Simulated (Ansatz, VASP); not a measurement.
**One calculation of AlN, two programs**

Contents of INCAR:

```
ALGO     = Normal         # electronic algorithm
EDIFF    = 1E-6           # SCF threshold, eV
ENCUT    = 600            # plane-wave cutoff, eV
GGA_COMPAT= F            
ISIF     = 2              # what is computed and relaxed
ISMEAR   = 0              # smearing method
LASPH    = T              # aspherical terms in the spheres
LCHARG   = T              # write CHGCAR
LELF     = T              # ELF
LREAL    = F              # projectors in reciprocal space
LVHAR    = T            
LWAVE    = F              # write WAVECAR
NBANDS   = 11             # bands
NELM     = 120            # most SCF steps
PREC     = Accurate       # precision mode
SIGMA    = 0.1            # smearing width, eV
```

The input KPOINTS:

```
k-points
0
Gamma
  8 8 8
```

Contents of POSCAR:

```
AlN
1.0
    0.0000000000      2.1900000000      2.1900000000
    2.1900000000      0.0000000000      2.1900000000
    2.1900000000      2.1900000000      0.0000000000
Al N
1 1
Direct
    0.0000000000      0.0000000000      0.0000000000
    0.2500000000      0.2500000000      0.2500000000
```

Input for Ansatz:

```yaml
crystal:
  lattice:
    - [0.0, 2.19, 2.19]
    - [2.19, 0.0, 2.19]
    - [2.19, 2.19, 0.0]
  atoms:
    - { symbol: Al, position: [0.0, 0.0, 0.0] }
    - { symbol: "N", position: [0.25, 0.25, 0.25] }
basis:
  ecutwfc: 420
kpoints:
  mp_grid: { grid: [8, 8, 8] }
hamiltonian:
  xc: lda
  pseudopotentials: { kind: paw, azcp: { folder: soft_1 } }
scf:
  occupations: { method: gaussian, width: 0.1 }
output:
  forces: true
  stress: true
  eigenvalues: true
```

Alike in both runs: task single point; functional LDA; k mesh 8 × 8 × 8; occupations gaussian, width 0.1 eV; no spin polarisation.

|  | VASP | Ansatz |
| --- | --- | --- |
| version | VASP 6.6.1 | Ansatz 0.2.0 |
| potentials or method | VASP PAW LDA potentials, release 64 (Al, N), cutoff 600 eV | scalar-relativistic, plane waves, PAW |
| valence electrons in the cell | 8 | 8 |

Ansatz gave:

| Property | Result |
| --- | --- |
| gap on the k mesh at the Fermi level (eV) | 3.24 |
| least direct gap on the mesh (eV) | 4.15 |
| pressure (GPa) | -5.2 |

Task: Which values does VASP return?

Result: gap on the k mesh at the Fermi level (eV): 3.22; least direct gap on the mesh (eV): 4.16; pressure (GPa): -4.7.

Ansatz warns that its potentials were made for another functional, while VASP's fit it. LDA's correlation is that of Perdew and Zunger in VASP and of Perdew and Wang (1992) in Ansatz.
